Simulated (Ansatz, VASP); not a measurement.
**Two plane-wave programs on ScC3**

```
Sc C
1.0
     5.28171    0.00000    0.00000
    -2.64085    4.57409    0.00000
     0.00000    0.00000    4.84158
Sc C
2 6
Cartesian
  0.0000 3.0494 1.2104
  2.6409 1.5247 3.6312
  3.3659 1.9433 1.2104
  0.0000 3.8865 3.6312
  1.9159 1.9433 1.2104
  -0.7250 2.6308 3.6312
  2.6409 0.6875 1.2104
  0.7250 2.6308 3.6312
```

Alike in both runs: functional PBE; k mesh 12 × 12 × 8; occupations gaussian, width 0.1 eV; no spin polarisation.

Ansatz relaxed the structure, and its values are those at the end. VASP's run is a single point on that final structure, the one shown.

|  | VASP | Ansatz |
| --- | --- | --- |
| version | VASP 6.6.1 | Ansatz 0.2.0 |
| potentials or method | VASP PAW PBE potentials, release 64 (Sc_sv, C), cutoff 520 eV | scalar-relativistic, plane waves, PAW |
| valence electrons in the cell | 46 | 46 |

VASP gave:

* gap on the k mesh at the Fermi level (eV): none
* pressure (GPa): 0.5
* rms of the force components (eV/Å): 0.058

Question: Estimate Ansatz's values.

Answer: gap on the k mesh at the Fermi level (eV): none; pressure (GPa): 0.0; rms of the force components (eV/Å): 0.004.

A gap of «none» marks a metal or a gap that the smearing closes. The functional is the same, so the differences come from potentials, cutoffs and numerics.
